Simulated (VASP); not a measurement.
# TaSi (rocksalt type) (Fm-3m) in VASP: a series of runs

Runs on TaSi (rocksalt type). Level: PBE. Tasks: single point.

Everything below comes from runs of VASP 6.6.1. Logs are shortened: lines on timing, memory, paths and dates and some standing lists are left out, and cuts for length are marked.

## (1) The cell of the first run

It takes space group Fm-3m (No. 225, cubic). The conventional cell has a = 4.344 Å, b = 4.344 Å, c = 4.344 Å, α = 90.00°, β = 90.00°, γ = 90.00°. Within 2.9 Å of Ta (site symmetry m-3m) lie 6 Si at 2.17 Å. Within 2.9 Å of Si (site symmetry m-3m) lie 6 Ta at 2.17 Å.

## (2) Single point, PBE (10.24 Å³/atom)

INCAR

```
SYSTEM = TaSi
PREC     = Accurate       ! precision mode
ENCUT    = 520            ! plane-wave cutoff, eV
EDIFF    = 1E-7           ! SCF threshold, eV
ISMEAR   = -1             ! smearing method
SIGMA    = 0.05           ! smearing width, eV
LREAL    = .FALSE.        ! projectors in reciprocal space
LASPH    = .TRUE.         ! aspherical terms in the spheres
NELM     = 60             ! most SCF steps
ALGO     = Normal         ! electronic algorithm
ISIF     = 2              ! what is computed and relaxed
LWAVE    = .FALSE.        ! write WAVECAR
LCHARG   = .FALSE.        ! write CHGCAR
GGA      = PE             ! functional
NBANDS   = 14             ! bands
```

KPOINTS

```
regular mesh
0
G
  14 14 14
  0 0 0
```

POSCAR

```
TaSi
1.0
    0.0000000000      2.1717683557      2.1717683557
    2.1717683557      0.0000000000      2.1717683557
    2.1717683557      2.1717683557      0.0000000000
Ta Si
1 1
Direct
    0.0000000000      0.0000000000      0.0000000000
    0.5000000000      0.5000000000      0.5000000000
```

Potentials or basis: VASP PAW PBE potentials, release 64 (Ta_pv, Si).

Started as:

```sh
> cat potpaw_PBE.64/Ta_pv/POTCAR potpaw_PBE.64/Si/POTCAR > POTCAR
> mpirun -np 1 vasp_std > vasp.out
```

OUTCAR:

```text
SYSTEM = TaSi
   PREC = Accurate
   ENCUT = 520
   EDIFF = 1E-7
   ISMEAR = -1
   LREAL = .FALSE.
   LASPH = .TRUE.
   NELM = 60
   ISIF = 2
   GGA = PE

 ion  position               nearest neighbor table
   1  0.000  0.000  0.000-   2 2.17   2 2.17   2 2.17   2 2.17   2 2.17   2 2.17
   2  0.500  0.500  0.500-   1 2.17   1 2.17   1 2.17   1 2.17   1 2.17   1 2.17

  LATTYP: Found a face centered cubic cell.
 ALAT       =     4.3435367114

  Lattice vectors:

 A1 = (   0.0000000000,   2.1717683557,   2.1717683557)
 A2 = (   2.1717683557,   0.0000000000,   2.1717683557)
 A3 = (   2.1717683557,   2.1717683557,   0.0000000000)

Analysis of symmetry for initial positions (statically):
=====================================================================
 Subroutine PRICEL returns:
 Original cell was already a primitive cell.

 Routine SETGRP: Setting up the symmetry group for a
 face centered cubic supercell.

 Subroutine GETGRP returns: Found 48 space group operations
 (whereof 48 operations were pure point group operations)
 out of a pool of 48 trial point group operations.

The static configuration has the point symmetry O_h .

Analysis of symmetry for dynamics (positions and initial velocities):
=====================================================================
 Subroutine PRICEL returns:
 Original cell was already a primitive cell.

 Routine SETGRP: Setting up the symmetry group for a
 face centered cubic supercell.

 Subroutine GETGRP returns: Found 48 space group operations
 (whereof 48 operations were pure point group operations)
 out of a pool of 48 trial point group operations.

The dynamic configuration has the point symmetry O_h .

 Subroutine INISYM returns: Found 48 space group operations
 (whereof 48 operations are pure point group operations),
 and found     1 'primitive' translations

----------------------------------------------------------------------------------------

                                     Primitive cell

  volume of cell :      20.4866

  direct lattice vectors                    reciprocal lattice vectors
     0.000000000  2.171768356  2.171768356    -0.230227132  0.230227132  0.230227132
     2.171768356  0.000000000  2.171768356     0.230227132 -0.230227132  0.230227132
     2.171768356  2.171768356  0.000000000     0.230227132  0.230227132 -0.230227132

  length of vectors
     3.071344263  3.071344263  3.071344263     0.398765090  0.398765090  0.398765090

  position of ions in fractional coordinates (direct lattice)
     0.000000000  0.000000000  0.000000000
     0.500000000  0.500000000  0.500000000

  ion indices of the primitive-cell ions
   primitive index   ion index
                 1           1
                 2           2

----------------------------------------------------------------------------------------

 KPOINTS: regular mesh

Automatic generation of k-mesh.
 Grid dimensions read from file:
 generate k-points for:   14   14   14

 Generating k-lattice:

  Cartesian coordinates                     Fractional coordinates (reciprocal lattice)
    -0.016444795  0.016444795  0.016444795     0.071428571  0.000000000  0.000000000
     0.016444795 -0.016444795  0.016444795     0.000000000  0.071428571  0.000000000
     0.016444795  0.016444795 -0.016444795     0.000000000  0.000000000  0.071428571

  Length of vectors
     0.028483221  0.028483221  0.028483221

  Shift w.r.t. Gamma in fractional coordinates (k-lattice)
     0.000000000  0.000000000  0.000000000

 Subroutine IBZKPT returns following result:
 ===========================================

 Found    104 irreducible k-points:

 Following reciprocal coordinates:
            Coordinates               Weight
  0.000000  0.000000  0.000000      1.000000
  0.071429  0.000000  0.000000      8.000000
  0.142857  0.000000  0.000000      8.000000
  0.214286  0.000000  0.000000      8.000000
  0.285714  0.000000  0.000000      8.000000
  0.357143  0.000000  0.000000      8.000000
[... 16 lines left out ...]
  0.214286  0.142857  0.000000     24.000000
  0.285714  0.142857  0.000000     24.000000
 [... further k-points ...]
   k-points           NKPTS =    104   k-points in BZ     NKDIM =    104   number of bands    NBANDS=     14
   number of dos      NEDOS =    301   number of ions     NIONS =      2
   total plane-waves  NPLWV =  13824
   dimension x,y,z NGX =    24 NGY =   24 NGZ =   24
   dimension x,y,z NGXF=    48 NGYF=   48 NGZF=   48
   ions per type =               1   1
   NGX,Y,Z   is equivalent  to a cutoff of  12.99, 12.99, 12.99 a.u.
   NGXF,Y,Z  is equivalent  to a cutoff of  25.98, 25.98, 25.98 a.u.
 SYSTEM =  TaSi
   PREC   = accura    normal or accurate (medium, high low for compatibility)
   ISTART =      0    job   : 0-new  1-cont  2-samecut
   ICHARG =      2    charge: 1-file 2-atom 10-const
   ISPIN  =      1    spin polarized calculation?
   LNONCOLLINEAR =      F non collinear calculations
   LSORBIT =      F    spin-orbit coupling
   LASPH  =      T    aspherical Exc in radial PAW
   ENCUT  =  520.0 eV  38.22 Ry    6.18 a.u.   5.71  5.71  5.71*2*pi/ulx,y,z
   NELM   =     60;   NELMIN=  2; NELMDL= -5     # of ELM steps
   EDIFF  = 0.1E-06   stopping-criterion for ELM
   LREAL  =      F    real-space projection
   EDIFFG = 0.1E-05   stopping-criterion for IOM
   NSW    =      0    number of steps for IOM
   IBRION =     -1    ionic relax: 0-MD 1-quasi-New 2-CG
   NFREE  =      0    steps in history (QN), initial steepest desc. (CG)
   ISIF   =      2    stress and relaxation
   ISYM   =      2    0-nonsym 1-usesym 2-fastsym
   POTIM  = 0.5000    time-step for ionic-motion
   TEBEG  =    0.0;   TEEND  =   0.0 temperature during run
   PSTRESS=    0.0 pullay stress
   NELECT =      15.0000    total number of electrons
   NUPDOWN=      -1.0000    fix difference up-down
   EMIN   =  10.00;   EMAX   =-10.00  energy-range for DOS
   EFERMI =   0.00;   METHOD = LEGACY
   ISMEAR =    -1;   SIGMA  =   0.05  broadening in eV -4-tet -1-fermi 0-gaus
   EFERMI_NEDOS =   21; number of points for ismear=-14 and -15
   IALGO  =     38    algorithm
   IMIX   =      4    mixing-type and parameters
     AMIX     =   0.40;   BMIX     =  1.00
     AMIX_MAG =   1.60;   BMIX_MAG =  1.00
  volume/ion in A,a.u.               =      10.24        69.13
  Fermi-wavevector in a.u.,A,eV,Ry     =   1.475531  2.788350 29.622503  2.177193
  Thomas-Fermi vector in A             =   2.590169
   LORBIT       =      0    0 simple, 1 ext, 2 COOP (PROOUT), +10 PAW based schemes
   GGA     = PE    functional components
   LHFCALC =     F    Hartree Fock is set to
   AEXX    =    0.0000 exact exchange contribution
   IVDW    =     0    specifies the selected vdW correction
   LEPSILON=     F    determine dielectric tensor
   LRPA    =     F    only Hartree local field effects (RPA)
 non-spin polarized calculation
  energy-cutoff  :      520.00
  volume of cell :       20.49
 maximum number of plane-waves:       568
   NGX = 11   NGY = 11   NGZ = 11

 number of electron      15.0000000 magnetization

 Free energy of the ion-electron system (eV)
  ---------------------------------------------------
  ext. energy  EPLUGINS =         0.00000000
  ---------------------------------------------------
  free energy    TOTEN  =       -11.11047095 eV

  energy without entropy =      -11.10400351  energy(sigma->0) =      -11.10723723

 E-fermi :  13.6256     XC(G=0): -14.2030

 val. band max:       13.5771195365   @ k =  -0.2143   0.2857   0.0714
 cond. band min:      13.6338231614   @ k =   0.4286   0.3571   0.0000
 fundamental gap:      0.0567036249
 Fermi energy:        13.6255779079

 k-point     1 :       0.0000    0.0000    0.0000
  band No.  band energies     occupation
      1     -20.3617      2.00000
      2     -20.3617      2.00000
      3     -20.3617      2.00000
      4      -1.2750      2.00000
      5      10.3356      2.00000
      6      10.3356      2.00000
      7      10.3356      2.00000
      8      11.9834      2.00000
      9      11.9834      2.00000
     10      17.8301      0.00000
     11      17.8301      0.00000
     12      17.8301      0.00000
     13      21.5323      0.00000
     14      28.6051      0.00000

 k-point     2 :       0.0714    0.0000    0.0000
  band No.  band energies     occupation
      1     -20.4264      2.00000
      2     -20.3696      2.00000
      3     -20.3696      2.00000
      4      -1.0744      2.00000
      5      10.0843      2.00000
      6      10.4141      2.00000
      7      10.4141      2.00000
      8      11.7524      2.00000
      9      11.7524      2.00000
     10      17.7420      0.00000
     11      18.3605      0.00000
     12      18.3605      0.00000
     13      21.9870      0.00000
     14      28.6058      0.00000

 k-point     3 :       0.1429    0.0000    0.0000
  band No.  band energies     occupation
      1     -20.6037      2.00000
      2     -20.3915      2.00000
      3     -20.3915      2.00000
      4      -0.5002      2.00000
      5       9.4613      2.00000
      6      10.3315      2.00000
      7      10.3315      2.00000
      8      11.6182      2.00000
      9      11.6182      2.00000
     10      17.4705      0.00000
     11      19.6996      0.00000
     12      19.6996      0.00000
     13      23.2768      0.00000
     14      28.6055      0.00000
[... 324 lines left out ...]
 k-point    23 :       0.2143    0.1429    0.0000
  band No.  band energies     occupation
      1     -20.7585      2.00000
      2     -20.4793      2.00000
      3     -20.4708      2.00000
      4       0.3564      2.00000
      5       8.7989      2.00000
      6       9.0024      2.00000
      7      10.7724      2.00000
      8      11.2097      2.00000
      9      12.7350      2.00000
     10      18.8306      0.00000
     11      19.6295      0.00000
     12      21.5989      0.00000
     13      25.0206      0.00000
     14      28.5470      0.00000

 k-point    24 :       0.2857    0.1429    0.0000
  band No.  band energies     occupation
      1     -20.9704      2.00000
      2     -20.5178      2.00000
      3     -20.5074      2.00000
      4       1.2190      2.00000
      5       8.0132      2.00000
      6       8.5305      2.00000
      7      10.2996      2.00000
      8      11.9337      2.00000
      9      13.6349      0.90715
     10      18.5539      0.00000
     11      20.9401      0.00000
     12      23.5135      0.00000
     13      25.3809      0.00000
     14      27.3841      0.00000

 [... further k-points ...]

------------------------ aborting loop because EDIFF is reached ----------------------------------------

  FORCE on cell =-STRESS in cart. coord.  units (eV):
  Direction    XX          YY          ZZ          XY          YZ          ZX
  --------------------------------------------------------------------------------------
  -------------------------------------------------------------------------------------
  Total       27.9357567     27.9357567     27.9357567     -0.0000000      0.0000000      0.0000000
  in kB     2184.7438415   2184.7438415   2184.7438415     -0.0000000      0.0000000      0.0000000
  external PRESSURE =    2184.7438415 kB  Pullay stress =       0.0000000 kB

 VOLUME and BASIS-vectors are now :
 -----------------------------------------------------------------------------
  energy-cutoff  :      520.00
  volume of cell :       20.49
      direct lattice vectors                 reciprocal lattice vectors
     0.000000000  2.171768356  2.171768356    -0.230227132  0.230227132  0.230227132
     2.171768356  0.000000000  2.171768356     0.230227132 -0.230227132  0.230227132
     2.171768356  2.171768356  0.000000000     0.230227132  0.230227132 -0.230227132

 POSITION                                       TOTAL-FORCE (eV/Angst)
 -----------------------------------------------------------------------------------
      0.00000      0.00000      0.00000        -0.000000      0.000000      0.000000
      2.17177      2.17177      2.17177         0.000000      0.000000      0.000000
 -----------------------------------------------------------------------------------
    total drift:                                0.000000     -0.000000     -0.000000

  FREE ENERGIE OF THE ION-ELECTRON SYSTEM (eV)
  ---------------------------------------------------
  free  energy   TOTEN  =       -11.1104709524 eV

  energy  without entropy=      -11.1040035081  energy(sigma->0) =      -11.10723723
```

Wall time 9.1 s (1 thread of Intel Xeon 6975P-C (Granite Rapids), shared host); peak memory 0.16 GiB.

What came out:

```
Free energy            : -11.1105 eV
Pressure               : 218.5 GPa
Band gap on the k mesh : zero (an odd number of electrons rules out a gap without spin polarisation)
```

Levels at points of the mesh, in eV from the Fermi level:
```csv
k point,band 4,band 5,band 6,band 7,band 8,band 9,band 10,band 11
"(0.00, 0.00, 0.00)",-14.90,-3.29,-3.29,-3.29,-1.64,-1.64,4.20,4.20
"(0.50, 0.00, 0.00)",-9.94,-7.05,-5.44,-5.44,2.95,2.95,4.58,5.29
"(0.50, 0.50, 0.00)",-11.46,-7.08,-4.05,0.81,1.05,1.05,4.57,4.58
```

Caveat: the cell stands under pressure; spin-orbit coupling is left out, which moves the levels of the heavy elements.

## (3) Single point, PBE (10.24 Å³/atom)

INCAR

```
ALGO = Normal
EDIFF = 1E-6
ENCUT = 520
GGA = PE
ISIF = 2
ISMEAR = -1
LASPH = T
LCHARG = T
LELF = T
LREAL = F
LVHAR = T
LWAVE = F
NBANDS = 14
NELM = 80
PREC = Accurate
SIGMA = 0.05
```

KPOINTS

```
k-points
0
Gamma
  14 14 14
```

POSCAR is that of step 2.

Potentials or basis: VASP PAW PBE potentials, release 64 (Ta_pv, Si).

Started as:

```sh
> cat potpaw_PBE.64/Ta_pv/POTCAR potpaw_PBE.64/Si/POTCAR > POTCAR
> mpirun -np 1 vasp_std > vasp.out
```

Run time: 7.9 s. Hardware: 1 thread of Intel Xeon 6975P-C (Granite Rapids), shared host; peak memory 0.16 GiB.

It converged, with:

| Quantity | Value |
| --- | --- |
| Free energy | -11.1105 eV |
| Pressure | 218.5 GPa |
| Band gap on the k mesh | zero (an odd number of electrons rules out a gap without spin polarisation) |

Levels at points of the mesh, in eV from the Fermi level:
```csv
k point,band 3,band 4,band 5,band 6,band 7,band 8,band 9,band 10,band 11,band 12
"(0.00, 0.00, 0.00)",-33.99,-14.90,-3.29,-3.29,-3.29,-1.64,-1.64,4.20,4.20,4.20
"(0.50, 0.00, 0.00)",-34.14,-9.94,-7.05,-5.44,-5.44,2.95,2.95,4.58,5.29,8.34
"(0.50, 0.50, 0.00)",-34.39,-11.46,-7.08,-4.05,0.81,1.05,1.05,4.57,4.58,4.58
```

Caveat: the cell stands under pressure; spin-orbit coupling is left out, which moves the levels of the heavy elements.

(Continued in part 2 of 2.)
